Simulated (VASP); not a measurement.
**Al: relaxation of cell and atoms with PBE**

The system is Al.

```
CELL_PARAMETERS angstrom
4.97109 0.00000 0.00000
-2.48555 4.30509 0.00000
0.00000 0.00000 4.43221
ATOMIC_POSITIONS crystal
Al 0.50000 0.46007 0.46007
Al 0.53993 0.03993 0.46007
Al 0.96007 0.50000 0.46007
Al 0.00000 0.00000 0.00000
Al 0.66667 0.33333 0.12500
```

```json
{
  "Program": "VASP 6.6.1",
  "Task": "relaxation of cell and atoms",
  "Functional": "PBE",
  "Potentials or basis": "VASP PAW PBE potentials, release 64 (Al)",
  "Cutoff": "600 eV",
  "k mesh": "6 × 6 × 4",
  "Occupations": "gaussian, width 0.1 eV",
  "Spin": "no spin polarisation",
  "Dipole correction": "no",
  "Further INCAR settings": "ALGO = Normal; EDIFF = 1e-07; IBRION = 2; EDIFFG = -0.04; NSW = 90; ISIF = 3"
}
```

The relaxed volume is 18.66 Å³/atom, the relaxed cell is a = 4.876 Å, b = 4.876 Å, c = 4.532 Å, α = 90.00°, β = 90.00°, γ = 120.00° and the space group after relaxing (to 0.05 Å) is P-62m (No. 189). The energy gained by relaxing is 1939.7 meV/atom. The ionic steps are 41, the pressure after relaxing is 0.1 GPa and the largest force after relaxing is 0.026 eV/Å.

Forces in eV/Å, atoms in the order of the input:
```
Al  -0.007  0.005  0.002
Al  -0.001 -0.009  0.002
Al   0.008  0.003  0.002
Al   0.000  0.000  0.019
Al   0.000  0.000 -0.026
```

Step by step:
```tsv
step	energy change (eV)	largest force (eV/Å)	pressure (GPa)	volume (Å³)
1	0.0000	20.2212	33.82	94.85
3	-4.5572	5.2233	-1.06	149.35
5	-7.8440	1.3249	-3.36	116.31
7	-7.9321	1.0748	-2.38	113.22
9	-7.9386	1.2424	-2.04	112.40
11	-8.3028	0.6478	0.67	103.53
13	-8.3389	0.2850	0.05	104.20
15	-8.3589	0.3322	-0.11	104.13
17	-8.5680	0.7061	-1.46	103.88
19	-8.7491	1.5058	-1.31	102.89
21	-9.0947	0.7290	-3.40	103.05
23	-9.1639	0.7754	-4.10	103.19
25	-9.1784	0.7710	-3.93	102.85
27	-9.1998	0.7579	-3.56	102.17
29	-9.2951	0.7368	-3.10	100.59
31	-9.5570	0.5727	-0.30	94.32
33	-9.5877	0.6317	1.25	91.96
35	-9.6208	0.5587	1.22	91.87
37	-9.6834	0.1720	0.09	93.30
39	-9.6975	0.1009	-0.09	93.59
41	-9.6985	0.0263	0.12	93.30
```

Final structure:
```
Al
1.0
     4.87551    0.00000    0.00000
    -2.43776    4.22232    0.00000
     0.00000    0.00000    4.53234
Al
5
Direct
  0.33343 0.33861 0.50099
  0.66139 0.99482 0.50099
  0.00518 0.66657 0.50099
  0.00000 0.00000 0.00025
  0.66667 0.33333 0.00199
```

Levels at points of the mesh, in eV from the Fermi level:
```tsv
k point	band 5	band 6	band 7	band 8	band 9	band 10	band 11
(0.00, 0.00, 0.00)	-2.82	-2.82	-1.55	-1.55	-1.16	2.76	3.40
(0.50, 0.00, 0.00)	-2.22	-1.37	-1.27	-0.67	2.14	2.36	3.09
(0.00, 0.00, 0.50)	-1.27	-1.26	-1.26	-1.22	-0.57	-0.16	-0.16
(0.50, 0.00, 0.50)	-3.36	-2.67	-2.28	-0.61	4.12	4.13	4.86
```

It took 11 min on 1 thread of Intel(R) Xeon(R) Platinum 8488C (Sapphire Rapids) (shared host), peak memory 0.23 GiB.

Caveat: the bands computed are all filled at some k points, so no gap is given.
